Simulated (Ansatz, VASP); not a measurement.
# Two plane-wave programs on Cu

The input INCAR:

```
SYSTEM = Cu
PREC = Accurate
ENCUT = 600
EDIFF = 1E-6
ISMEAR = 0
SIGMA = 0.1
LREAL = .False.
LASPH = .True.
NELM = 60
ALGO = Fast
ISIF = 3
LWAVE = .False.
LCHARG = .False.
GGA = PE
IBRION = 2
NSW = 80
EDIFFG = -0.003
```

KPOINTS

```
Automatic mesh
0
Gamma
  38 38 38
  0 0 0
```

Contents of POSCAR:

```
Cu
1.0
    0.0000000000      1.8050000000      1.8050000000
    1.8050000000      0.0000000000      1.8050000000
    1.8050000000      1.8050000000      0.0000000000
Cu
1
Direct
    0.0000000000      0.0000000000      0.0000000000
```

Input for Ansatz:

```yaml
crystal:
  lattice:
    - [0.0, 1.805, 1.805]
    - [1.805, 0.0, 1.805]
    - [1.805, 1.805, 0.0]
  atoms:
    - { symbol: Cu, position: [0.0, 0.0, 0.0] }
scf:
  occupations: { method: gaussian, width: 0.1 }
output:
  forces: true
  stress: true
  eigenvalues: true
  write_density: true
  write_potential: true
  elf: true
  volumetric_format: npy
kpoints:
  mp_grid: { grid: [38, 38, 38] }
hamiltonian:
  xc: pbe
  pseudopotentials: { kind: paw, azcp: { folder: soft_1 } }
relax:
  f_tol: 0.003
  max_steps: 60
  cell: { stress_tol: 0.02 }
```

Alike in both runs: task relaxation of cell and atoms; functional PBE; k mesh 38 × 38 × 38; occupations gaussian, width 0.1 eV; no spin polarisation.

```csv
,VASP,Ansatz
version,VASP 6.6.1,Ansatz 0.2.0
potentials or method,"VASP PAW PBE potentials, release 64 (Cu)","scalar-relativistic, plane waves, PAW"
plane-wave cutoff (eV),600,420
valence electrons in the cell,11,19
```

Ansatz gave:

| Quantity | Value |
| --- | --- |
| gap on the k mesh at the Fermi level, each at its own relaxed structure (eV) | none |
| relaxed volume (Å³/atom) | 11.94 |
| relaxed length of the cell vector where the two differ most in proportion (Å) | 2.566 |

Task: Which values does VASP return?

Result: gap on the k mesh at the Fermi level, each at its own relaxed structure (eV): none; relaxed volume (Å³/atom): 12.01; relaxed length of the cell vector where the two differ most in proportion (Å): 2.570.

A gap of «none» marks a metal or a gap that the smearing closes. VASP's potentials hold 11 valence electrons a cell and Ansatz's 19, so a difference there can come from the potentials and not from the codes.
